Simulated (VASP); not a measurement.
Input of a VASP 6.6.1 run:

File INCAR:

```
PREC = Accurate
ENCUT = 520
EDIFF = 1E-6
ISMEAR = -1
SIGMA = 0.1
LREAL = False
LASPH = True
NELM = 60
ALGO = Normal
ISIF = 2
LWAVE = False
LCHARG = False
GGA = PS
NBANDS = 10
```

The input KPOINTS:

```
Automatic mesh
0
Gamma
  16 16 16
```

File POSCAR:

```
Re
1.0
    2.4258624783      0.0000000000      0.0000000000
    0.0000000000      2.4258624783      0.0000000000
    0.0000000000      0.0000000000      2.4258624783
Re
1
Direct
    0.0000000000      0.0000000000      0.0000000000
```

Potentials or basis: VASP PAW PBE potentials, release 64 (Re).

Launch:

```console
$ cat potpaw_PBE.64/Re/POTCAR > POTCAR
$ mpirun -np 1 vasp_std > vasp.out
```

Question: Estimate the pressure.

Answer: 59.3 GPa.

Question: Estimate the band gap on the k mesh.

Answer: Zero (an odd number of electrons rules out a gap without spin polarisation).

Caveat: the cell stands under pressure; the PAW data sets were made with another functional, which shifts forces and pressure a little; spin-orbit coupling is left out, which moves the levels of the heavy elements.
